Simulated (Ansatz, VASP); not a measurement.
Given: the input of a run of VASP 6.6.1 on Ca.

POSCAR

```
Ca
1.0
   -2.2052049036      2.2052049036      2.1961148100
    2.2052049036     -2.2052049036      2.1961148100
    2.2052049036      2.2052049036     -2.1961148100
Ca
1
Direct
    0.5000000000      0.5000000000      0.0000000000
```

The input INCAR.step1:

```
SYSTEM = Ca
PREC = Accurate
ENCUT = 600
ISMEAR = -1
SIGMA = 0.05
LREAL = .FALSE.
LASPH = .TRUE.
NELM = 60
GGA = PE
ALGO = Normal
EDIFF = 1E-4
LWAVE = .TRUE.
LCHARG = .FALSE.
```

Contents of INCAR.step2:

```
SYSTEM = Ca
PREC = Accurate
ENCUT = 600
EDIFF = 1E-6
ISMEAR = -1
SIGMA = 0.05
LREAL = .FALSE.
LASPH = .TRUE.
NELM = 60
ALGO = Normal
ISIF = 3
LWAVE = .FALSE.
LCHARG = .FALSE.
METAGGA = R2SCAN
LMIXTAU = .TRUE.
IVDW = 12
VDW_S6 = 1.0
VDW_S8 = 0.78981345
VDW_A1 = 0.49484001
VDW_A2 = 5.73083694
IBRION = 2
NSW = 60
EDIFFG = -0.01
ISTART = 1
```

KPOINTS

```
Automatic mesh
0
G
  9 9 9
  0 0 0
```

Potentials or basis: VASP PAW PBE potentials, release 64 (Ca_sv).

Run with:

```console
$ cat potpaw_PBE.64/Ca_sv/POTCAR > POTCAR
$ cp INCAR.step1 INCAR
$ mpirun -np 1 vasp_std > vasp.out
$ cp INCAR.step2 INCAR
$ mpirun -np 1 vasp_std > vasp.out
```

Question: Translate it to Ansatz 0.2.0. Potentials there: Ansatz PAW.

Answer: As run (the cutoff follows the program's own potentials):

input.yaml

```yaml
crystal:
  lattice:
    - [-2.2052049036, 2.2052049036, 2.19611481]
    - [2.2052049036, -2.2052049036, 2.19611481]
    - [2.2052049036, 2.2052049036, -2.19611481]
  atoms:
    - { symbol: Ca, position: [0.5, 0.5, 0.0] }
hamiltonian:
  xc: r2scan
  pseudopotentials: { kind: paw }
  dispersion: d3bj
kpoints:
  mp_grid: { grid: [9, 9, 9] }
scf:
  occupations: { method: fermi_dirac, width: 0.05 }
output:
  forces: true
  stress: true
  eigenvalues: true
relax:
  f_tol: 0.01
  max_steps: 40
  cell: { stress_tol: 0.05 }
```

Potentials or basis: Ansatz PAW.

Launch:

```sh
$ ansatz run input.yaml --threads 2 --pin off --max-ram 5632MiB --backend cpu --events-out ev --progress --plain --runs-dir out
```

Both were run:

|  | VASP | Ansatz | Ansatz less VASP |
| --- | --- | --- | --- |
| gap on the k mesh at the Fermi level, each at its own relaxed structure (eV) | none | none | - |
| relaxed volume (Å³/atom) | 42.59 | 42.36 | -0.227 |
| relaxed length of the cell vector where the two differ most in proportion (Å) | 3.810 | 3.804 | -0.0068 |

VASP's potentials were made for PBE, not for r2SCAN. A gap of «none» marks a metal or a gap that the smearing closes.

Noted on Ansatz's run: the plane-wave basis is chosen anew once the cell has moved, so the energies of steps on either side of that aren't comparable.
